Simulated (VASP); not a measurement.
# HCl (I4mm) in VASP: a series of runs

The runs below take HCl through vibrations by perturbation theory, with PBEsol.

Everything below comes from runs of VASP 6.6.1. Logs are shortened: lines on timing, memory, paths and dates and some standing lists are left out, and cuts for length are marked.

**1. The cell of the first run**

Symmetry: I4mm, No. 107, tetragonal system. The conventional cell has a = 2.986 Å, b = 2.986 Å, c = 4.253 Å, α = 90.00°, β = 90.00°, γ = 90.00°. H (site symmetry 4mm) has 1 Cl at 1.31 Å within 1.7 Å. Within 1.7 Å of Cl (site symmetry 4mm) lie 1 H at 1.31 Å.

**2. Vibrations by perturbation theory, PBEsol**

Input file INCAR:

```
SYSTEM = HCl
ALGO = Normal ; EDIFF = 1E-8
ENCUT = 520 ; GGA = PS
IBRION = 8 ; ISIF = 2
ISMEAR = 0 ; LASPH = .True.
LCHARG = .True. ; LEPSILON = .True.
LREAL = .False. ; LWAVE = .False.
NBANDS = 11 ; NELM = 60
NSW = 1 ; PREC = Accurate
SIGMA = 0.01
```

Input file KPOINTS:

```
k-points
0
Gamma
  8 8 8
  0 0 0
```

Input file POSCAR:

```
HCl
1.0
   -1.4928609765      1.4928609674      2.1267143984
    1.4928609765     -1.4928609674      2.1267143984
    1.4928609765      1.4928609674     -2.1267143984
H Cl
1 1
Direct
    0.6803082127      0.6803082127      0.0000000000
    0.9876917873      0.9876917873      0.0000000000
```

Potentials or basis: VASP PAW PBE potentials, release 64 (H, Cl).

Command:

```console
$ cat potpaw_PBE.64/H/POTCAR potpaw_PBE.64/Cl/POTCAR > POTCAR
$ mpirun -np 1 vasp_std > vasp.out
```

OUTCAR:

```text
SYSTEM = HCl
   EDIFF = 1E-8
   ENCUT = 520
   GGA = PS
   IBRION = 8
   ISIF = 2
   ISMEAR = 0
   LASPH = .True.
   LEPSILON = .True.
   LREAL = .False.
   NELM = 60
   NSW = 1
   PREC = Accurate

 ion  position               nearest neighbor table
   1  0.680  0.680  0.000-   2 1.31
   2  0.988  0.988  0.000-   1 1.31

  LATTYP: Found a body centered tetragonal cell.
 ALAT       =     2.9857219530
 C/A-ratio  =     1.4245897186

  Lattice vectors:

 A1 = (  -1.4928609765,   1.4928609674,   2.1267143984)
 A2 = (   1.4928609765,  -1.4928609674,   2.1267143984)
 A3 = (   1.4928609765,   1.4928609674,  -2.1267143984)

Analysis of symmetry for initial positions (statically):
=====================================================================
 Subroutine PRICEL returns:
 Original cell was already a primitive cell.

 Routine SETGRP: Setting up the symmetry group for a
 body centered tetragonal supercell.

 Subroutine GETGRP returns: Found  8 space group operations
 (whereof  8 operations were pure point group operations)
 out of a pool of 16 trial point group operations.

The static configuration has the point symmetry C_4v.

Analysis of symmetry for dynamics (positions and initial velocities):
=====================================================================
 Subroutine PRICEL returns:
 Original cell was already a primitive cell.

 Routine SETGRP: Setting up the symmetry group for a
 body centered tetragonal supercell.

 Subroutine GETGRP returns: Found  8 space group operations
 (whereof  8 operations were pure point group operations)
 out of a pool of 16 trial point group operations.

The dynamic configuration has the point symmetry C_4v.

 Subroutine INISYM returns: Found  8 space group operations
 (whereof  8 operations are pure point group operations),
 and found     1 'primitive' translations

----------------------------------------------------------------------------------------

                                     Primitive cell

  volume of cell :      18.9587

  direct lattice vectors                    reciprocal lattice vectors
    -1.492860977  1.492860967  2.126714398     0.000000000  0.334927372  0.235104441
     1.492860977 -1.492860967  2.126714398     0.334927370  0.000000000  0.235104441
     1.492860977  1.492860967 -2.126714398     0.334927370  0.334927372  0.000000000

  length of vectors
     2.996695162  2.996695162  2.996695162     0.409207090  0.409207088  0.473658830

  position of ions in fractional coordinates (direct lattice)
     0.680308213  0.680308213  0.000000000
     0.987691787  0.987691787  0.000000000

  ion indices of the primitive-cell ions
   primitive index   ion index
                 1           1
                 2           2

----------------------------------------------------------------------------------------

 KPOINTS: k-points

Automatic generation of k-mesh.
 Grid dimensions read from file:
 generate k-points for:    8    8    8

 Generating k-lattice:

  Cartesian coordinates                     Fractional coordinates (reciprocal lattice)
     0.000000000  0.041865921  0.029388055     0.125000000  0.000000000  0.000000000
     0.041865921  0.000000000  0.029388055     0.000000000  0.125000000  0.000000000
[... 497 lines left out ...]

------------------------ aborting loop because EDIFF is reached ----------------------------------------

 PIEZOELECTRIC TENSOR FIELD DIRECTION 3  (e Angst)
 -----------------------------------------------------------------------------
     0.27540  0.00000  0.00000           ( -0.02392  0.00000  0.00000)
     0.00000  0.27540 -0.00000           (  0.00000 -0.02392  0.00000)
     0.00000 -0.00000 -0.66938           (  0.00000  0.00000  0.04657)

 PIEZOELECTRIC TENSOR FIELD DIRECTION 3  (C/m^2)
 -----------------------------------------------------------------------------
     0.23274  0.00000  0.00000
     0.00000  0.23274 -0.00000
     0.00000 -0.00000 -0.56569

--------------------------------------- Ionic step        4  -------------------------------------------

------------------------ aborting loop because EDIFF is reached ----------------------------------------

[... ionic steps 5 to 5 ...]

--------------------------------------- Ionic step        6  -------------------------------------------

------------------------ aborting loop because EDIFF is reached ----------------------------------------

--------------------------------------- Ionic step        7  -------------------------------------------

------------------------ aborting loop because EDIFF is reached ----------------------------------------

[... ionic steps 8 to 8 ...]

--------------------------------------- Ionic step        9  -------------------------------------------

 Free energy of the ion-electron system (eV)
  ---------------------------------------------------
  ---------------------------------------------------
  free energy    TOTEN  =        -0.17354564 eV

  energy without entropy =       -0.17354564

------------------------ aborting loop because EDIFF is reached ----------------------------------------

 INTERNAL STRAIN TENSOR  FOR ION    2  DIRECTION 3   (eV/Angst):
 -----------------------------------------------------------------------------
    -0.81792  0.00000  0.00000
     0.00000 -0.81792 -0.00000
     0.00000 -0.00000-28.79100

 MACROSCOPIC STATIC DIELECTRIC TENSOR (including local field effects in DFT)
 ------------------------------------------------------
           4.667549     0.000000     0.000000
           0.000000     4.667549     0.000000
           0.000000     0.000000     4.740791
 ------------------------------------------------------

 PIEZOELECTRIC TENSOR (including local field effects)  for field in x, y, z        (e  Angst)
          XX          YY          ZZ          XY          YZ          ZX
  --------------------------------------------------------------------------------
  x     0.00000     0.00000    -0.00000     0.00000     0.00000     0.09500
  y     0.00000     0.00000     0.00000     0.00000     0.09500     0.00000
  z     0.27540     0.27540    -0.66938     0.00000     0.00000     0.00000

 PIEZOELECTRIC TENSOR (including local field effects)  for field in x, y, z        (C/m^2)
          XX          YY          ZZ          XY          YZ          ZX
  --------------------------------------------------------------------------------
  x     0.00000     0.00000    -0.00000     0.00000     0.00000     0.08029
  y     0.00000     0.00000     0.00000     0.00000     0.08029     0.00000
  z     0.23274     0.23274    -0.56569     0.00000     0.00000     0.00000

 BORN EFFECTIVE CHARGES (including local field effects) (in |e|, cummulative output)
 ---------------------------------------------------------------------------------
 ion    1
    1     0.70218    -0.00000     0.00000
    2     0.00000     0.70218     0.00000
    3     0.00000     0.00000     0.96010
 ion    2
    1    -0.70218     0.00000     0.00000
    2    -0.00000    -0.70218     0.00000
    3     0.00000     0.00000    -0.96010

 INTERNAL STRAIN TENSOR FOR ION    2 for displacements in x,y,z  (eV/Angst):
          X           Y           Z          XY          YZ          ZX
  --------------------------------------------------------------------------------
  x     0.00000     0.00000     0.00000     0.00000     0.00000    -0.91804
  y     0.00000     0.00000     0.00000     0.00000     0.14232     0.00000
  z    -0.81792    -0.81792   -28.79100     0.00000     0.00000     0.00000

 SECOND DERIVATIVES (NOT SYMMETRIZED)
 ------------------------------------
               1X          1Y          1Z          2X          2Y          2Z
  1X     0.134685    0.000000    0.000000   -0.134685    0.000000    0.000000
  1Y     0.000000    0.134685    0.000000    0.000000   -0.134685    0.000000
  1Z     0.000000    0.000000  -23.433432    0.000000    0.000000   23.433432
  2X    -0.133570    0.000000    0.000000    0.133570   -0.000000    0.000000
  2Y    -0.000000   -0.133570    0.000000    0.000000    0.133570    0.000000
  2Z     0.000000    0.000000   23.430922    0.000000   -0.000000  -23.430922

 Eigenvectors and eigenvalues of the dynamical matrix
 ----------------------------------------------------

   1 f  =   76.737594 THz   482.156525 2PiTHz 2559.690619 cm-1   317.361046 meV
             X         Y         Z           dx          dy          dz
      0.000000  0.000000  2.893643     0.000000    0.000000    0.986190
      0.000000  0.000000  4.201077     0.000000    0.000000   -0.165619
[... 21 lines left out ...]
   6 f/i=    5.817028 THz    36.549465 2PiTHz  194.035166 cm-1    24.057284 meV
             X         Y         Z           dx          dy          dz
      0.000000  0.000000  2.893643    -0.986300    0.000000    0.000000
      0.000000  0.000000  4.201077     0.164961    0.000000    0.000000

--------------------------------------------------------------------------------------------------------

 MACROSCOPIC STATIC DIELECTRIC TENSOR IONIC CONTRIBUTION
 ------------------------------------------------------
           0.000000    -0.000000     0.000000
          -0.000000     0.000000    -0.000000
           0.000000    -0.000000     0.375472
 ------------------------------------------------------

 ELASTIC MODULI CONTR FROM IONIC RELAXATION (kBar)
 Direction    XX          YY          ZZ          XY          YZ          ZX
 --------------------------------------------------------------------------------
 XX          -1.8830     -1.8830    -75.5178      0.0000     -0.0000     -0.0000
 YY          -1.8830     -1.8830    -75.5178      0.0000     -0.0000     -0.0000
 ZZ         -75.5178    -75.5178  -3028.5827      0.0000     -0.0000     -0.0000
 XY           0.0000      0.0000      0.0000      0.0000      0.0000      0.0000
 YZ          -0.0000     -0.0000     -0.0000      0.0000     -0.0000     -0.0000
 ZX          -0.0000     -0.0000     -0.0000      0.0000     -0.0000     -0.0000
 --------------------------------------------------------------------------------

 PIEZOELECTRIC TENSOR IONIC CONTR  for field in x, y, z        (C/m^2)
          XX          YY          ZZ          XY          YZ          ZX
  --------------------------------------------------------------------------------
  x     0.00000     0.00000     0.00000     0.00000     0.00000     0.00000
  y    -0.00000    -0.00000    -0.00000     0.00000    -0.00000    -0.00000
  z     0.02502     0.02502     1.00341     0.00000     0.00000     0.00000
```

It took 72 s on 1 thread of Intel Xeon 6975P-C (Granite Rapids), shared host; peak memory 0.21 GiB.

Results:

```yaml
Electronic_dielectric_tensor_diagonal: 4.67, 4.67, 4.74
Born_charges_mean_of_the_diagonal: H +0.79; Cl -0.79 e
Highest_phonon_frequency_at_Γ_LO-TO_splitting_left_out: 2560 cm⁻¹
Most_unstable_mode: 194i cm⁻¹
```

Phonon frequencies in cm⁻¹ (negative: imaginary):
```csv
q point,frequencies
"(0.000, 0.000, 0.000)",-194 -194 0 0 0 2560
```

Electronic dielectric tensor:
```
4.67 0.00 0.00
0.00 4.67 0.00
0.00 0.00 4.74
```

Born effective charge tensors (e):
atom 1, H
```
0.70 0.00 0.00
0.00 0.70 0.00
0.00 0.00 0.96
```
atom 2, Cl
```
-0.70  0.00  0.00
 0.00 -0.70  0.00
 0.00  0.00 -0.96
```

Caveat: the k points lie up to 0.37 Å⁻¹ apart; the cell wasn't relaxed at this level first, which shifts response properties; some modes are imaginary; the PAW data sets were made with another functional, which shifts forces and pressure a little.

**3. Vibrations by perturbation theory, PBEsol**

This run uses another cell than the first one, of 10.35 Å³/atom, 1.092 times its volume.

Input file INCAR:

```
SYSTEM = HCl
PREC = Accurate
ENCUT = 520
EDIFF = 1E-8
ISMEAR = 0
SIGMA = 0.01
LREAL = .FALSE.
LASPH = .TRUE.
NELM = 60
ALGO = Normal
ISIF = 2
LWAVE = .FALSE.
LCHARG = .FALSE.
GGA = PS
NBANDS = 11
IBRION = 8
NSW = 1
LEPSILON = .TRUE.
```

Input file KPOINTS:

```
regular mesh
0
G
  8 8 8
  0 0 0
```

Input file POSCAR:

```
HCl
1.0
   -1.5393457517      1.5393457592      2.1848719562
    1.5393457517     -1.5393457592      2.1848719562
    1.5393457517      1.5393457592     -2.1848719562
H Cl
1 1
Direct
    0.6844103254      0.6844103254      0.0000000000
    0.9835896746      0.9835896746      0.0000000000
```

Potentials or basis: VASP PAW PBE potentials, release 64 (H, Cl).

Command:

```console
$ cat potpaw_PBE.64/H/POTCAR potpaw_PBE.64/Cl/POTCAR > POTCAR
$ mpirun -np 1 vasp_std > vasp.out
```

OUTCAR:

```text
SYSTEM = HCl
   PREC = Accurate
   ENCUT = 520
   EDIFF = 1E-8
   ISMEAR = 0
   LREAL = .FALSE.
   LASPH = .TRUE.
   NELM = 60
   ISIF = 2
   GGA = PS
   IBRION = 8
   NSW = 1
   LEPSILON = .TRUE.

 ion  position               nearest neighbor table
   1  0.684  0.684  0.000-   2 1.31
   2  0.984  0.984  0.000-   1 1.31

  LATTYP: Found a body centered tetragonal cell.
 ALAT       =     3.0786915034
 C/A-ratio  =     1.4193510157

  Lattice vectors:

 A1 = (  -1.5393457517,   1.5393457592,   2.1848719562)
 A2 = (   1.5393457517,  -1.5393457592,   2.1848719562)
 A3 = (   1.5393457517,   1.5393457592,  -2.1848719562)

Analysis of symmetry for initial positions (statically):
=====================================================================
 Subroutine PRICEL returns:
 Original cell was already a primitive cell.

 Routine SETGRP: Setting up the symmetry group for a
[... 644 lines left out ...]

 SECOND DERIVATIVES (NOT SYMMETRIZED)
 ------------------------------------
               1X          1Y          1Z          2X          2Y          2Z
  1X     0.021235   -0.000000    0.000000   -0.021235    0.000000    0.000000
  1Y     0.000000    0.021235    0.000000    0.000000   -0.021235    0.000000
  1Z     0.000000    0.000000  -24.026132    0.000000    0.000000   24.026132
  2X    -0.019084    0.000000    0.000000    0.019084   -0.000000    0.000000
  2Y    -0.000000   -0.019084    0.000000    0.000000    0.019084   -0.000000
  2Z     0.000000    0.000000   24.023394    0.000000   -0.000000  -24.023394

 Eigenvectors and eigenvalues of the dynamical matrix
 ----------------------------------------------------

   1 f  =   77.701987 THz   488.215981 2PiTHz 2591.859289 cm-1   321.349451 meV
             X         Y         Z           dx          dy          dz
      0.000000  0.000000  2.990698     0.000000   -0.000000   -0.986190
      0.000000  0.000000  4.298035     0.000000    0.000000    0.165619
[... 21 lines left out ...]
   6 f/i=    2.306868 THz    14.494478 2PiTHz   76.948829 cm-1     9.540435 meV
             X         Y         Z           dx          dy          dz
      0.000000  0.000000  2.990698     0.000000    0.987528   -0.000000
      0.000000  0.000000  4.298035     0.000000   -0.157443    0.000000

--------------------------------------------------------------------------------------------------------

 MACROSCOPIC STATIC DIELECTRIC TENSOR IONIC CONTRIBUTION
 ------------------------------------------------------
           0.000000     0.000000     0.000000
           0.000000     0.000000     0.000000
           0.000000     0.000000     0.279355
 ------------------------------------------------------

 ELASTIC MODULI CONTR FROM IONIC RELAXATION (kBar)
 Direction    XX          YY          ZZ          XY          YZ          ZX
 --------------------------------------------------------------------------------
 XX          -1.5511     -1.5511    -67.1981      0.0000     -0.0000      0.0000
 YY          -1.5511     -1.5511    -67.1981      0.0000     -0.0000      0.0000
 ZZ         -67.1981    -67.1981  -2911.2815      0.0000     -0.0000      0.0000
 XY           0.0000      0.0000      0.0000      0.0000      0.0000      0.0000
 YZ          -0.0000     -0.0000     -0.0000      0.0000     -0.0000      0.0000
 ZX           0.0000      0.0000      0.0000      0.0000      0.0000      0.0000
 --------------------------------------------------------------------------------

 PIEZOELECTRIC TENSOR IONIC CONTR  for field in x, y, z        (C/m^2)
          XX          YY          ZZ          XY          YZ          ZX
  --------------------------------------------------------------------------------
  x     0.00000     0.00000     0.00000     0.00000     0.00000     0.00000
  y     0.00000     0.00000     0.00000     0.00000     0.00000     0.00000
  z     0.01959     0.01959     0.84858     0.00000     0.00000     0.00000
```

stdout:

```text
POSCAR found type information on POSCAR H Cl
 POSCAR found :  2 types and       2 ions
 scaLAPACK will be used
 -----------------------------------------------------------------------------
|                                                                             |
|                                                                             |
|     You enforced a specific xc type in the INCAR file but a different       |
[... 47 lines left out ...]
 force on displaced ion       2 direction 1 :   0.019   0.000  -0.000
 Born effective charge ion    2 direction 1 :  -0.621   0.000  -0.000
 Linear response progress:
 first order change of Fermi-energy   0.16917E+01
 force on displaced ion       2 direction 3 :  -0.000   0.000 -24.023
 Born effective charge ion    2 direction 3 :   0.000   0.000  -0.878
 Born effective charges drift removed
 Linear response finished
```

Wall time 75 s (1 thread of Intel Xeon 6975P-C (Granite Rapids), shared host); peak memory 0.22 GiB.

Results:

```
Electronic dielectric tensor (diagonal)                 : 4.12, 4.12, 4.25
Born charges (mean of the diagonal)                     : H +0.70; Cl -0.70 e
Highest phonon frequency at Γ, LO-TO splitting left out : 2592 cm⁻¹
Most unstable mode                                      : 77i cm⁻¹
```

Phonon frequencies in cm⁻¹ (negative: imaginary):
| q point | frequencies |
| --- | --- |
| (0.000, 0.000, 0.000) | -77 -77 0 1 1 2592 |

Electronic dielectric tensor:
```
4.12 0.00 0.00
0.00 4.12 0.00
0.00 0.00 4.25
```

Born effective charge tensors (e):
atom 1, H
```
0.62 0.00 0.00
0.00 0.62 0.00
0.00 0.00 0.88
```
atom 2, Cl
```
-0.62  0.00  0.00
 0.00 -0.62  0.00
 0.00  0.00 -0.88
```

Caveat: the k points lie up to 0.36 Å⁻¹ apart; the cell wasn't relaxed at this level first, which shifts response properties; some modes are imaginary; the PAW data sets were made with another functional, which shifts forces and pressure a little.

(Part 1 of 2 ends here.)
